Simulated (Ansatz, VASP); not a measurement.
# Two plane-wave programs on MoWO4

```xyz
12
Lattice="0.0000 4.8831 0.0000 4.8831 0.0000 0.0000 2.4415 2.4415 -5.3017" Properties=species:S:1:pos:R:3 pbc="T T T"
Mo    2.4415    3.6623   -3.9762
Mo    4.8831    3.6623   -1.3254
W     4.8831    6.1038   -3.9762
W     2.4415    1.2208   -1.3254
O     3.7913    2.6710   -4.9782
O     5.8743    5.0121   -2.3274
O     5.9748    4.6535   -4.9782
O     3.8918    2.3125   -2.3274
O     3.5333    4.6535   -0.3234
O     1.4503    2.3125   -2.9743
O     1.3498    2.6710   -0.3234
O     3.4328    5.0121   -2.9743
```

Alike in both runs: functional r2SCAN; k mesh 4 × 4 × 4; occupations fermi-dirac, width 0.0187 eV; no spin polarisation.

Ansatz relaxed the structure, and its values are those at the end. VASP's run is a single point on that final structure, the one shown.

```csv
,VASP,Ansatz
version,VASP 6.6.1,Ansatz 0.2.0
potentials or method,"VASP PAW PBE potentials, release 64 (Mo_sv, W_sv, O), cutoff 520 eV",PAW plane waves
valence electrons in the cell,104,104
```

Ansatz gave:

- pressure (GPa): -6.8
- rms of the force components (eV/Å): 0.008

**Question.** What did VASP give for the same quantities?

**Answer.** Pressure (GPa): -5.0; rms of the force components (eV/Å): 0.027.

VASP's potentials were made for PBE, not for r2SCAN. The functional is the same, so the differences come from potentials, cutoffs and numerics. Ansatz's warnings: stress scf threshold loose.

Neither program's run includes spin-orbit coupling.
